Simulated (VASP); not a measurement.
Crystal: BaCd3Se4.

```
CELL_PARAMETERS angstrom
4.51016 0.00000 0.00000
0.00000 4.51016 0.00000
0.00000 0.00000 11.32216
ATOMIC_POSITIONS crystal
Ba 0.00000 0.00000 0.50000
Cd 0.00000 0.00000 0.00000
Cd 0.50000 0.50000 0.28946
Cd 0.50000 0.50000 0.71054
Se 0.00000 0.50000 0.15770
Se 0.00000 0.50000 0.84230
Se 0.50000 0.00000 0.84230
Se 0.50000 0.00000 0.15770
```

| Quantity | Value |
| --- | --- |
| Program | VASP 6.6.1 |
| Task | relaxation of cell and atoms |
| Functional | PBE |
| Potentials or basis | VASP PAW PBE potentials, release 64 (Ba_sv, Cd, Se) |
| Cutoff | 600 eV |
| k mesh | 3 × 3 × 1 |
| Occupations | gaussian, width 0.15 eV |
| Spin | no spin polarisation |

At the start: pressure 3.4 GPa; volume 28.79 Å³/atom.

Question: How do energy, volume and symmetry change on relaxing?

Answer: Over 28 steps the energy falls by 382.9 meV/atom and the volume is 27.35 Å³/atom (-5.0 %); space group P4/mmm (No. 123, to 0.05 Å).

Step by step:
```
step  energy change (eV)  largest force (eV/Å)  pressure (GPa)  volume (Å³)
   1              0.0000                0.6708            3.36       230.31
   2             -0.8421                0.5737           -1.57       250.42
   3             -0.9353                0.6705           -3.36       261.44
   4             -1.5525                0.7442           -2.62       248.95
   5             -1.7384                0.7232           -1.64       239.51
   6             -1.7702                0.9239            1.80       218.08
   7             -1.8093                0.8169           -0.44       230.30
   8             -1.8280                0.9068            0.51       224.32
   9             -1.9895                0.7390           -0.24       225.39
  10             -2.0208                0.2832           -0.99       227.56
  11             -2.0763                0.4251           -0.80       226.51
  12             -2.0806                0.3045           -0.89       226.77
  13             -2.2277                0.1956            0.67       217.57
  14             -2.3257                0.5920            3.91       204.11
  15             -2.3491                0.6312            4.05       203.53
  16             -2.4101                0.7712            4.51       201.80
  17             -2.4550                1.1511            5.72       198.28
  18             -2.5376                1.0428            5.29       199.38
  19             -2.7432                0.7553            4.13       202.67
  20             -2.9814                0.3582            2.20       209.20
  21             -2.9061                0.2057           -0.41       221.99
  22             -3.0254                0.2020            0.96       214.55
  23             -3.0262                0.1997            1.07       214.03
  24             -3.0363                0.1894            0.83       214.91
  25             -3.0536                0.2082            0.17       217.56
  26             -3.0553                0.2150           -0.08       218.64
  27             -3.0582                0.1629           -0.10       218.68
  28             -3.0635                0.0763           -0.14       218.80
```

Final structure:
```yaml
crystal:
  lattice:
    - [4.91335, 0.00000, 0.00000]
    - [0.00000, 4.91335, 0.00000]
    - [0.00000, 0.00000, 9.06342]
  atoms:
    - { symbol: Ba, position: [0.00000, 0.00000, 0.50000] }
    - { symbol: Cd, position: [0.00000, 0.00000, 0.00000] }
    - { symbol: Cd, position: [0.50000, 0.50000, 0.34616] }
    - { symbol: Cd, position: [0.50000, 0.50000, 0.65384] }
    - { symbol: Se, position: [0.00000, 0.50000, 0.20522] }
    - { symbol: Se, position: [0.00000, 0.50000, 0.79478] }
    - { symbol: Se, position: [0.50000, 0.00000, 0.79478] }
    - { symbol: Se, position: [0.50000, 0.00000, 0.20522] }
```

Caveat: the k points lie up to 0.69 Å⁻¹ apart in the final cell; the relaxation stopped at a loose force limit of 0.08 eV/Å, so its end isn't a converged minimum.
